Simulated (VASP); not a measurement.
Write the native input for VASP 6.6.1 that does the following.

* Task: single point
* Functional: PBE
* Potentials or basis: VASP PAW PBE potentials, release 64 (Cu, Pb_d)
* Cutoff: 520 eV
* k mesh: 10 × 6 × 8
* Occupations: gaussian, width 0.1 eV
* Spin: no spin polarisation
* Dipole correction: no
* Further INCAR settings: ALGO = Fast; EDIFF = 1e-07; NBANDS = 45

The structure of Cu2Pb lies in POSCAR:

```
Cu2Pb
1.0
    3.2745820405      0.0000000000      0.0000000000
    0.0000000000      7.0557930742      0.0000000000
    0.0000000000      0.0000000000      4.9322363733
Cu Pb
4 2
Direct
    0.0000000000      0.8193521915      0.3333946143
    0.0000000000      0.1806478085      0.3333946143
    0.5000000000      0.3193521915      0.6666053857
    0.5000000000      0.6806478085      0.6666053857
    0.0000000000      0.0000000000      0.8397541647
    0.5000000000      0.5000000000      0.1602458353
```

The cell was built from a structure type or drawn by symmetry, and may not be a known phase.

The input as run:

INCAR

```
PREC = Accurate
ENCUT = 520
EDIFF = 1E-7
ISMEAR = 0
SIGMA = 0.1
LREAL = False
LASPH = True
NELM = 100
ALGO = Fast
ISIF = 2
LWAVE = False
LCHARG = True
GGA = PE
LELF = True
LVHAR = True
NBANDS = 45
```

KPOINTS

```
Automatic mesh
0
Gamma
  10 6 8
```

Potentials or basis: VASP PAW PBE potentials, release 64 (Cu, Pb_d).

Run with:

```bash
$ cat potpaw_PBE.64/Cu/POTCAR potpaw_PBE.64/Pb_d/POTCAR > POTCAR
$ mpirun -np 1 vasp_std > vasp.out
```

Results of the run:

```yaml
Pressure: 0.2 GPa
Largest_force: 0.011 eV/Å
Band_gap_on_the_k_mesh: zero (bands 36 and 37 overlap by 2.00 eV)
```

Caveat: spin-orbit coupling is left out, which moves the levels of the heavy elements.

It took 16 min on 1 thread of Intel Xeon 8259CL, on a shared host, peak memory 0.58 GiB.
